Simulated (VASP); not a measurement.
## HfN: electric field gradients with LDA

The system is HfN.

```
Hf N
1.0
    -0.06777    2.22512    2.22512
     2.22512   -0.06777    2.22512
     2.22512    2.22512   -0.06777
Hf N
1 1
Direct
  0.00000 0.00000 0.00000
  0.50000 0.50000 0.50000
```

This cell differs from its parent crystal: equal xy, yz and zx shear strains of -3 %.

```json
{
  "Program": "VASP 6.6.1",
  "Task": "electric field gradients",
  "Functional": "LDA",
  "Potentials or basis": "VASP PAW LDA potentials, release 64 (Hf_pv, N)",
  "Cutoff": "520 eV",
  "k mesh": "10 × 10 × 10",
  "Occupations": "fermi-dirac, width 0.03 eV",
  "Spin": "no spin polarisation",
  "Dipole correction": "no",
  "Further INCAR settings": "ALGO = Normal; EDIFF = 1e-08; NBANDS = 14"
}
```

```
Pressure : -10.4 GPa
```

Stress tensor (GPa, compression positive):
```
-10.42   3.85   3.85
  3.85 -10.42   3.85
  3.85   3.85 -10.42
```

Levels at points of the mesh, in eV from the Fermi level:
```csv
k point,band 4,band 5,band 6,band 7,band 8,band 9,band 10,band 11
"(0.00, 0.00, 0.00)",-17.26,-3.05,-3.05,-2.82,-0.68,-0.68,-0.02,1.91
"(0.50, 0.00, 0.00)",-14.47,-8.89,-6.29,-5.87,2.90,3.17,4.21,4.59
"(0.50, 0.50, 0.00)",-16.14,-5.33,-3.86,-3.74,-3.51,3.97,5.22,5.53
"(0.50, 0.50, 0.50)",-14.37,-8.82,-6.44,-6.44,3.40,3.93,3.93,4.42
```

Electric field gradients, principal values (V/Å²):
| atom | least | middle | greatest (by size) |
| --- | --- | --- | --- |
| 1 Hf | -10.107 | -10.107 | 20.214 |
| 2 N | 1.734 | 1.734 | -3.468 |

Run time: 30 s on 1 thread of Intel Xeon 6975P-C, with other jobs on the host, peak memory 0.16 GiB.

Caveat: the cell differs from its parent crystal (equal xy, yz and zx shear strains of -3 %); without QUAD_EFG the Cq values of the log hold for a quadrupole moment of 1 mb, not for the nuclei; spin-orbit coupling is left out, which moves the levels of the heavy elements.
